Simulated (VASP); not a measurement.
# PbI2 (P-3m1) in VASP: single point with r2SCAN

Aim: the single point of PbI2 with r2SCAN.

Everything below comes from runs of VASP 6.6.1. Logs are shortened: lines on timing, memory, paths and dates and some standing lists are left out, and cuts for length are marked.

**1. The cell of the first run**

It takes space group P-3m1 (No. 164, trigonal). The conventional cell has a = 4.555 Å, b = 4.555 Å, c = 6.977 Å, α = 90.00°, β = 90.00°, γ = 120.00°. Within 4.2 Å of Pb (site symmetry -3m) lie 6 I at 3.21 Å. I (site symmetry 3m) has 3 Pb at 3.21 Å within 4.2 Å.

**2. Single point, r2SCAN**

Input file POSCAR:

```
PbI2
1.0
    4.5550018558      0.0000000000      0.0000000000
   -2.2775009279      3.9447473214      0.0000000000
    0.0000000000      0.0000000000      6.9770000000
Pb I
1 2
Direct
    0.0000000000      0.0000000000      0.0000000000
    0.3333333333      0.6666666667      0.2650000000
    0.6666666667      0.3333333333      0.7350000000
```

Input file INCAR.step1:

```
SYSTEM = PbI2
  PREC = Accurate
  ENCUT = 550
  ISMEAR = 0
  SIGMA = 0.05
  LREAL = .False.
  LASPH = .True.
  NELM = 120
  NBANDS = 21
  GGA = PE
  ALGO = Normal
  EDIFF = 1E-5
  LWAVE = .True.
  LCHARG = .False.
  GGA_COMPAT = .False.
```

Input file INCAR.step2:

```
SYSTEM = PbI2
  PREC = Accurate
  ENCUT = 550
  EDIFF = 1E-6
  ISMEAR = 0
  SIGMA = 0.05
  LREAL = .False.
  LASPH = .True.
  NELM = 120
  ALGO = Normal
  ISIF = 2
  LWAVE = .False.
  LCHARG = .False.
  METAGGA = R2SCAN
  LMIXTAU = .True.
  NBANDS = 21
  ISTART = 1
  GGA_COMPAT = .False.
```

Input file KPOINTS:

```
regular mesh
0
Gamma
  6 6 4
  0 0 0
```

Potentials or basis: VASP PAW PBE potentials, release 64 (Pb_d, I).

Started as:

```console
cat potpaw_PBE.64/Pb_d/POTCAR potpaw_PBE.64/I/POTCAR > POTCAR
cp INCAR.step1 INCAR
mpirun -np 1 vasp_std > vasp.out
cp INCAR.step2 INCAR
mpirun -np 1 vasp_std > vasp.out
```

OUTCAR:

```text
SYSTEM = PbI2
   PREC = Accurate
   ENCUT = 550
   EDIFF = 1E-6
   ISMEAR = 0
   LREAL = .False.
   LASPH = .True.
   NELM = 120
   ISIF = 2
   METAGGA = R2SCAN
   ISTART = 1

 ion  position               nearest neighbor table
   1  0.000  0.000  0.000-   2 3.21   3 3.21   2 3.21   3 3.21   3 3.21   2 3.21
   2  0.333  0.667  0.265-   1 3.21   1 3.21   1 3.21
   3  0.667  0.333  0.735-   1 3.21   1 3.21   1 3.21

  LATTYP: Found a hexagonal cell.
 ALAT       =     4.5550018558
 C/A-ratio  =     1.5317227568

  Lattice vectors:

 A1 = (   4.5550018558,   0.0000000000,   0.0000000000)
 A2 = (  -2.2775009279,   3.9447473214,   0.0000000000)
 A3 = (   0.0000000000,   0.0000000000,   6.9770000000)

Analysis of symmetry for initial positions (statically):
=====================================================================
 Subroutine PRICEL returns:
 Original cell was already a primitive cell.

 Routine SETGRP: Setting up the symmetry group for a
 hexagonal supercell.

 Subroutine GETGRP returns: Found 12 space group operations
 (whereof 12 operations were pure point group operations)
 out of a pool of 24 trial point group operations.

The static configuration has the point symmetry D_3d.

Analysis of symmetry for dynamics (positions and initial velocities):
=====================================================================
 Subroutine PRICEL returns:
 Original cell was already a primitive cell.

 Routine SETGRP: Setting up the symmetry group for a
 hexagonal supercell.

 Subroutine GETGRP returns: Found 12 space group operations
 (whereof 12 operations were pure point group operations)
 out of a pool of 24 trial point group operations.

The dynamic configuration has the point symmetry D_3d.

 Subroutine INISYM returns: Found 12 space group operations
 (whereof 12 operations are pure point group operations),
 and found     1 'primitive' translations

----------------------------------------------------------------------------------------

                                     Primitive cell

  volume of cell :     125.3650

  direct lattice vectors                    reciprocal lattice vectors
     4.555001856  0.000000000  0.000000000     0.219538879  0.126750831  0.000000000
    -2.277500928  3.944747321  0.000000000     0.000000000  0.253501661  0.000000000
     0.000000000  0.000000000  6.977000000     0.000000000  0.000000000  0.143328078

  length of vectors
     4.555001856  4.555001856  6.977000000     0.253501661  0.253501661  0.143328078

  position of ions in fractional coordinates (direct lattice)
     0.000000000  0.000000000  0.000000000
     0.333333333  0.666666667  0.265000000
     0.666666667  0.333333333  0.735000000

  ion indices of the primitive-cell ions
   primitive index   ion index
                 1           1
                 2           2
                 3           3

----------------------------------------------------------------------------------------

 KPOINTS: regular mesh

Automatic generation of k-mesh.
 Grid dimensions read from file:
 generate k-points for:    6    6    4

 Generating k-lattice:

  Cartesian coordinates                     Fractional coordinates (reciprocal lattice)
     0.036589813  0.021125138  0.000000000     0.166666667 -0.000000000  0.000000000
     0.000000000  0.042250277  0.000000000     0.000000000  0.166666667  0.000000000
     0.000000000  0.000000000  0.035832019     0.000000000  0.000000000  0.250000000

  Length of vectors
     0.042250277  0.042250277  0.035832019

  Shift w.r.t. Gamma in fractional coordinates (k-lattice)
     0.000000000  0.000000000  0.000000000

 Subroutine IBZKPT returns following result:
 ===========================================

 Found     24 irreducible k-points:

 Following reciprocal coordinates:
            Coordinates               Weight
  0.000000  0.000000  0.000000      1.000000
  0.166667  0.000000  0.000000      6.000000
  0.333333  0.000000  0.000000      6.000000
  0.500000 -0.000000  0.000000      3.000000
  0.166667  0.166667  0.000000      6.000000
  0.333333  0.166667  0.000000     12.000000
[... 16 lines left out ...]
  0.333333  0.166667  0.500000     12.000000
  0.333333  0.333333  0.500000      2.000000
   k-points           NKPTS =     24   k-points in BZ     NKDIM =     24   number of bands    NBANDS=     21
   number of dos      NEDOS =    301   number of ions     NIONS =      3
   total plane-waves  NPLWV =  69984
   dimension x,y,z NGX =    36 NGY =   36 NGZ =   54
   dimension x,y,z NGXF=    72 NGYF=   72 NGZF=  108
   ions per type =               1   2
   NGX,Y,Z   is equivalent  to a cutoff of  13.14, 13.14, 12.87 a.u.
   NGXF,Y,Z  is equivalent  to a cutoff of  26.28, 26.28, 25.73 a.u.
 SYSTEM =  PbI2
   PREC   = accura    normal or accurate (medium, high low for compatibility)
   ISTART =      1    job   : 0-new  1-cont  2-samecut
   ICHARG =      0    charge: 1-file 2-atom 10-const
   ISPIN  =      1    spin polarized calculation?
   LNONCOLLINEAR =      F non collinear calculations
   LSORBIT =      F    spin-orbit coupling
   LASPH  =      T    aspherical Exc in radial PAW
   ENCUT  =  550.0 eV  40.42 Ry    6.36 a.u.   8.71  8.71 13.34*2*pi/ulx,y,z
   NELM   =    120;   NELMIN=  2; NELMDL=  0     # of ELM steps
   EDIFF  = 0.1E-05   stopping-criterion for ELM
   LREAL  =      F    real-space projection
   EDIFFG = 0.1E-04   stopping-criterion for IOM
   NSW    =      0    number of steps for IOM
   IBRION =     -1    ionic relax: 0-MD 1-quasi-New 2-CG
   NFREE  =      0    steps in history (QN), initial steepest desc. (CG)
   ISIF   =      2    stress and relaxation
   ISYM   =      2    0-nonsym 1-usesym 2-fastsym
   POTIM  = 0.5000    time-step for ionic-motion
   TEBEG  =    0.0;   TEEND  =   0.0 temperature during run
   PSTRESS=    0.0 pullay stress
   NELECT =      28.0000    total number of electrons
   NUPDOWN=      -1.0000    fix difference up-down
   EMIN   =  10.00;   EMAX   =-10.00  energy-range for DOS
   EFERMI =   0.00;   METHOD = LEGACY
   ISMEAR =     0;   SIGMA  =   0.05  broadening in eV -4-tet -1-fermi 0-gaus
   EFERMI_NEDOS =   21; number of points for ismear=-14 and -15
   IALGO  =     38    algorithm
   IMIX   =      4    mixing-type and parameters
     AMIX     =   0.40;   BMIX     =  1.00
     AMIX_MAG =   1.60;   BMIX_MAG =  1.00
  volume/ion in A,a.u.               =      41.79       282.00
  Fermi-wavevector in a.u.,A,eV,Ry     =   0.993273  1.877014 13.423392  0.986591
  Thomas-Fermi vector in A             =   2.125143
   LORBIT       =      0    0 simple, 1 ext, 2 COOP (PROOUT), +10 PAW based schemes
   METAGGA = R2SCAN    functional components
   LHFCALC =     F    Hartree Fock is set to
   AEXX    =    0.0000 exact exchange contribution
   IVDW    =     0    specifies the selected vdW correction
   LEPSILON=     F    determine dielectric tensor
   LRPA    =     F    only Hartree local field effects (RPA)
 non-spin polarized calculation
 Gauss-broadening in eV      SIGMA  =   0.05
  energy-cutoff  :      550.00
  volume of cell :      125.37
 maximum number of plane-waves:      3694
 NGX is ok and might be reduce to    36
   NGX = 17   NGY = 17   NGZ = 27

 number of electron      28.0000000 magnetization

 Free energy of the ion-electron system (eV)
  ---------------------------------------------------
  ext. energy  EPLUGINS =         0.00000000
  ---------------------------------------------------
  free energy    TOTEN  =      -107.66201130 eV

  energy without entropy =     -107.66201130  energy(sigma->0) =     -107.66201130

 E-fermi :   2.6806     XC(G=0):  -8.5686

 val. band max:        2.4371498412   @ k =   0.0000   0.0000   0.5000
 cond. band min:       5.0449438879   @ k =   0.0000   0.0000   0.5000
 fundamental gap:      2.6077940467
 Fermi energy:         2.6806204028

 k-point     1 :       0.0000    0.0000    0.0000
  band No.  band energies     occupation
      1     -14.2631      2.00000
      2     -14.2631      2.00000
      3     -14.2448      2.00000
      4     -14.2371      2.00000
      5     -14.2371      2.00000
      6     -10.2204      2.00000
[... 13 lines left out ...]
     20      10.7452      0.00000
     21      10.8438      0.00000

 k-point     2 :       0.1667    0.0000    0.0000
  band No.  band energies     occupation
      1     -14.2744      2.00000
      2     -14.2601      2.00000
      3     -14.2422      2.00000
      4     -14.2384      2.00000
      5     -14.2354      2.00000
      6     -10.0884      2.00000
[... 13 lines left out ...]
     20      10.4088      0.00000
     21      10.9306      0.00000

 k-point     3 :       0.3333    0.0000    0.0000
  band No.  band energies     occupation
      1     -14.2982      2.00000
      2     -14.2568      2.00000
      3     -14.2442      2.00000
      4     -14.2326      2.00000
      5     -14.2293      2.00000
      6      -9.7626      2.00000
[... 13 lines left out ...]
     20      11.2905      0.00000
     21      11.7370      0.00000

 k-point     4 :       0.5000   -0.0000    0.0000
  band No.  band energies     occupation
      1     -14.3102      2.00000
      2     -14.2563      2.00000
      3     -14.2457      2.00000
      4     -14.2289      2.00000
      5     -14.2250      2.00000
      6      -9.5219      2.00000
[... 13 lines left out ...]
     20      12.0141      0.00000
     21      12.8799      0.00000

 k-point     5 :       0.1667    0.1667    0.0000
  band No.  band energies     occupation
      1     -14.2883      2.00000
      2     -14.2612      2.00000
      3     -14.2401      2.00000
      4     -14.2386      2.00000
      5     -14.2303      2.00000
      6      -9.8565      2.00000
[... 13 lines left out ...]
     20      11.0129      0.00000
     21      11.6391      0.00000

 k-point     6 :       0.3333    0.1667    0.0000
  band No.  band energies     occupation
      1     -14.3005      2.00000
      2     -14.2651      2.00000
      3     -14.2416      2.00000
      4     -14.2321      2.00000
      5     -14.2271      2.00000
      6      -9.5393      2.00000
[... 13 lines left out ...]
     20      11.2530      0.00000
     21      12.5446      0.00000

 k-point     7 :       0.3333    0.3333    0.0000
  band No.  band energies     occupation
      1     -14.2852      2.00000
      2     -14.2852      2.00000
      3     -14.2338      2.00000
      4     -14.2338      2.00000
      5     -14.2312      2.00000
      6      -9.3383      2.00000
[... 13 lines left out ...]
     20      10.0345      0.00000
     21      12.2441      0.00000
[... 291 lines left out ...]
      1     -14.2985      2.00000
      2     -14.2568      2.00000
      3     -14.2442      2.00000
      4     -14.2326      2.00000
      5     -14.2293      2.00000
      6      -9.6359      2.00000
[... 13 lines left out ...]
     20      10.8299      0.00000
     21      11.0137      0.00000

 k-point    21 :       0.5000   -0.0000    0.5000
  band No.  band energies     occupation
      1     -14.3106      2.00000
      2     -14.2563      2.00000
      3     -14.2458      2.00000
      4     -14.2289      2.00000
      5     -14.2250      2.00000
      6      -9.4447      2.00000
[... 13 lines left out ...]
     20      11.2828      0.00000
     21      11.9056      0.00000

 k-point    22 :       0.1667    0.1667    0.5000
  band No.  band energies     occupation
      1     -14.2886      2.00000
      2     -14.2613      2.00000
      3     -14.2401      2.00000
      4     -14.2386      2.00000
      5     -14.2303      2.00000
      6      -9.7159      2.00000
[... 13 lines left out ...]
     20      10.6068      0.00000
     21      10.7978      0.00000

 k-point    23 :       0.3333    0.1667    0.5000
  band No.  band energies     occupation
      1     -14.3009      2.00000
      2     -14.2651      2.00000
      3     -14.2417      2.00000
      4     -14.2321      2.00000
      5     -14.2271      2.00000
      6      -9.4586      2.00000
[... 13 lines left out ...]
     20      11.0722      0.00000
     21      11.1985      0.00000

 k-point    24 :       0.3333    0.3333    0.5000
  band No.  band energies     occupation
      1     -14.2854      2.00000
      2     -14.2854      2.00000
      3     -14.2338      2.00000
      4     -14.2338      2.00000
      5     -14.2311      2.00000
      6      -9.3343      2.00000
[... 13 lines left out ...]
     20      10.5934      0.00000
     21      11.0605      0.00000

------------------------ aborting loop because EDIFF is reached ----------------------------------------

  FORCE on cell =-STRESS in cart. coord.  units (eV):
  Direction    XX          YY          ZZ          XY          YZ          ZX
  --------------------------------------------------------------------------------------
  -------------------------------------------------------------------------------------
  Total        0.9762392      0.9762392      1.0794902      0.0000000     -0.0000000      0.0000000
  in kB       12.4764303     12.4764303     13.7959882      0.0000000     -0.0000000      0.0000000
  external PRESSURE =      12.9162829 kB  Pullay stress =       0.0000000 kB

 VOLUME and BASIS-vectors are now :
 -----------------------------------------------------------------------------
  energy-cutoff  :      550.00
  volume of cell :      125.37
      direct lattice vectors                 reciprocal lattice vectors
     4.555001856  0.000000000  0.000000000     0.219538879  0.126750831  0.000000000
    -2.277500928  3.944747321  0.000000000     0.000000000  0.253501661  0.000000000
     0.000000000  0.000000000  6.977000000     0.000000000  0.000000000  0.143328078

 POSITION                                       TOTAL-FORCE (eV/Angst)
 -----------------------------------------------------------------------------------
      0.00000      0.00000      0.00000         0.000000      0.000000      0.000000
     -0.00000      2.62983      1.84891        -0.000000      0.000000      0.126272
      2.27750      1.31492      5.12809         0.000000     -0.000000     -0.126272
 -----------------------------------------------------------------------------------
    total drift:                               -0.000000     -0.000000      0.000000

  FREE ENERGIE OF THE ION-ELECTRON SYSTEM (eV)
  ---------------------------------------------------
  free  energy   TOTEN  =      -107.6620113040 eV

  energy  without entropy=     -107.6620113040  energy(sigma->0) =     -107.66201130
```

It took 2.7 min on 1 thread of Intel Xeon Platinum 8375C at 2.90GHz (Ice Lake), shared host; peak memory 0.31 GiB.

Results:

- Free energy: -107.6620 eV
- Pressure: 1.3 GPa
- Largest force: 0.126 eV/Å
- Band gap on the k mesh: 2.61 eV, direct

Forces in eV/Å, atoms in the order of the input:
```
Pb   0.000  0.000  0.000
I    0.000  0.000  0.126
I    0.000  0.000 -0.126
```

Levels at points of the mesh, in eV from the valence-band top:
```tsv
k point	band 11	band 12	band 13	band 14	band 15	band 16	band 17	band 18
(0.00, 0.00, 0.00)	-1.10	-1.02	-1.02	-0.76	2.82	3.66	3.66	6.96
(0.50, 0.00, 0.00)	-2.19	-1.64	-0.86	-0.41	3.25	4.03	5.14	5.43
(0.00, 0.00, 0.50)	-1.24	-0.83	-0.83	0.00	2.61	3.48	3.48	6.88
(0.50, 0.00, 0.50)	-1.79	-1.40	-1.23	-0.71	3.60	4.09	4.50	6.20
```

Caveat: the PAW data sets were made with another functional, which shifts forces and pressure a little; spin-orbit coupling is left out, which moves the levels of the heavy elements. r2SCAN opens gaps a little over a GGA but as a rule still falls short of measured ones.
